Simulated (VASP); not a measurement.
Crystal: TaN.

```
Ta N
1.0
     0.00000    2.17900    2.17900
     2.17900    0.00000    2.17900
     2.17900    2.17900    0.00000
Ta N
1 1
Direct
  0.50000 0.50000 0.50000
  0.00000 0.00000 0.00000
```

Base run:

```yaml
Program: VASP 6.6.1
Functional: LDA
Potentials_or_basis: VASP PAW LDA potentials, release 64 (Ta_sv_GW, N)
Cutoff: 600 eV
k_mesh: 8 × 8 × 8
Occupations: gaussian, width 0.1 eV
Spin: no spin polarisation
```

Its results: band gap on the k mesh zero (band 9 reaches 15.89 eV, above the bottom of band 10 at 11.71 eV); pressure -1.1 GPa.

Task: The run is repeated on the same cell with these changes: potentials or basis from VASP PAW LDA potentials, release 64 (Ta_sv_GW, N) to VASP PAW LDA potentials, release 64 (Ta_pv, N); cutoff from 600 eV to 520 eV; further incar settings from ALGO = Normal; EDIFF = 1e-06; NBANDS = 16 to ALGO = Normal; EDIFF = 1e-06; NBANDS = 15; valence electrons from 18 to 16. What comes out?

Result: Band gap on the k mesh zero (band 8 reaches 11.68 eV, above the bottom of band 9 at 7.51 eV); pressure -0.3 GPa.

Caveats: spin-orbit coupling is left out, which moves the levels of the heavy elements.
